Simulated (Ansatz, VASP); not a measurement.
## LuAl2Sb2: VASP beside Ansatz

The input INCAR:

```
SYSTEM = LuAl2Sb2
PREC     = Accurate       ! precision mode
ENCUT    = 520            ! plane-wave cutoff, eV
EDIFF    = 1E-6           ! SCF threshold, eV
ISMEAR   = -1             ! smearing method
SIGMA    = 0.1            ! smearing width, eV
LREAL    = .FALSE.        ! projectors in reciprocal space
LASPH    = .TRUE.         ! aspherical terms in the spheres
NELM     = 60             ! most SCF steps
ALGO     = Normal         ! electronic algorithm
ISIF     = 2              ! what is computed and relaxed
LWAVE    = .FALSE.        ! write WAVECAR
LCHARG   = .TRUE.         ! write CHGCAR
GGA      = PS             ! functional
LELF     = .TRUE.         ! ELF
LVHAR    = .TRUE.       
NBANDS   = 28             ! bands
```

Contents of KPOINTS:

```
Automatic mesh
0
G
  9 9 5
  0 0 0
```

POSCAR

```
LuAl2Sb2
1.0
    4.4248490000      0.0000000000      0.0000000000
   -2.2124250000      3.8320370000      0.0000000000
    0.0000000000      0.0000000000      7.0361490000
Al Lu Sb
2 1 2
Direct
    0.3333000000      0.6667000000      0.6415000000
    0.6667000000      0.3333000000      0.3585000000
    0.0000000000      0.0000000000      0.0000000000
    0.3333000000      0.6667000000      0.2513700000
    0.6667000000      0.3333000000      0.7486300000
```

Input for Ansatz:

```yaml
crystal:
  lattice:
    - [4.424849, 0.0, 0.0]
    - [-2.212425, 3.832037, 0.0]
    - [0.0, 0.0, 7.036149]
  atoms:
    - { symbol: Al, position: [0.3333, 0.6667, 0.6415] }
    - { symbol: Al, position: [0.6667, 0.3333, 0.3585] }
    - { symbol: Lu, position: [0.0, 0.0, 0.0] }
    - { symbol: Sb, position: [0.3333, 0.6667, 0.25137] }
    - { symbol: Sb, position: [0.6667, 0.3333, 0.74863] }
  symmetry: { tolerance: 0.0003 }
kpoints:
  mp_grid: { grid: [9, 9, 5], shift: [0, 0, 0] }
magnetization:
  spin_polarized: false
scf:
  occupations: { method: fermi_dirac }
  lower_state_search: "off"
  max_iter: 200
hamiltonian:
  pseudopotentials: { kind: paw }
  xc: pbesol
basis:
  ecutwfc: 420
  fft_grid_basis: typed
output:
  forces: true
  stress: true
  eigenvalues: true
  bader: true
  populations: true
  elf: true
  write_potential: true
  volumetric_format: npy
  dos:
    e_range: [-12, 8]
    de: 0.05
    projected: { site_lists: { Al: [Al], Lu: [Lu], Sb: [Sb] } }
checkpoint:
  read: saved_state
```

Alike in both runs: task single point; functional PBEsol; k mesh 9 × 9 × 5; no spin polarisation.

```csv
,VASP,Ansatz
version,VASP 6.6.1,Ansatz 0.2.0
potentials or method,"VASP PAW PBE potentials, release 64 (Al, Lu, Sb), cutoff 520 eV",PAW plane waves
occupations,"fermi-dirac, width 0.1 eV",fermi-dirac
valence electrons in the cell,41,61
```

```csv
,VASP,Ansatz,Ansatz less VASP
pressure (GPa),4.0,3.7,-0.35
"traceless stress, the component that is largest in VASP (GPa)",-2.28,-2.26,+0.025
rms of the force components (eV/Å),0.277,0.266,-0.0110
```

VASP's potentials were made for PBE, not for PBEsol. Atom by atom the forces differ by 0.011 eV/Å (rms over components). VASP's potentials hold 41 valence electrons a cell and Ansatz's 61, so a difference there can come from the potentials and not from the codes. Ansatz's warnings: structure snapped to symmetry.

Neither program's run includes spin-orbit coupling.
